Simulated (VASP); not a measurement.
Wanted: the native input for a VASP 6.6.1 run.

| Property | Result |
| --- | --- |
| Task | single point |
| Functional | PBE |
| Potentials or basis | VASP PAW PBE potentials, release 64 (Si, Mo_sv) |
| Cutoff | 520 eV |
| k mesh | 12 × 12 × 6 |
| Occupations | gaussian, width 0.1 eV |
| Spin | no spin polarisation |
| Dipole correction | no |
| Further INCAR settings | ALGO = Normal; EDIFF = 1e-07; NBANDS = 31 |

The structure of Si2Mo lies in POSCAR:

```
Si2Mo
1.0
    3.2168473629      0.0000000000      0.0000000000
    0.0000000000      3.2168473629      0.0000000000
    0.0000000000      0.0000000000      7.8730200112
Si Mo
4 2
Direct
    0.0000000000      0.0000000000      0.3350991396
    0.5000000000      0.5000000000      0.1649008604
    0.5000000000      0.5000000000      0.8350991396
    0.0000000000      0.0000000000      0.6649008604
    0.0000000000      0.0000000000      0.0000000000
    0.5000000000      0.5000000000      0.5000000000
```

These files were run (other wordings do the same):

INCAR

```
  PREC = Accurate
  ENCUT = 520
  EDIFF = 1E-7
  ISMEAR = 0
  SIGMA = 0.1
  LREAL = False
  LASPH = True
  NELM = 60
  ALGO = Normal
  ISIF = 2
  LWAVE = False
  LCHARG = False
  GGA = PE
  NBANDS = 31
```

KPOINTS

```
regular mesh
0
Gamma
  12 12 6
```

Potentials or basis: VASP PAW PBE potentials, release 64 (Si, Mo_sv).

Launch:

```bash
$ cat potpaw_PBE.64/Si/POTCAR potpaw_PBE.64/Mo_sv/POTCAR > POTCAR
$ mpirun -np 1 vasp_std > vasp.out
```

It gave:

```
Pressure               : 0.2 GPa
Largest force          : 0.008 eV/Å
Band gap on the k mesh : zero (band 22 reaches 12.53 eV, above the bottom of band 23 at 11.69 eV)
```

Run time: 3.4 min on 1 thread of Intel(R) Xeon(R) Platinum 8259CL CPU @ 2.50GHz (Skylake/Cascade Lake) (shared host), peak memory 0.33 GiB.
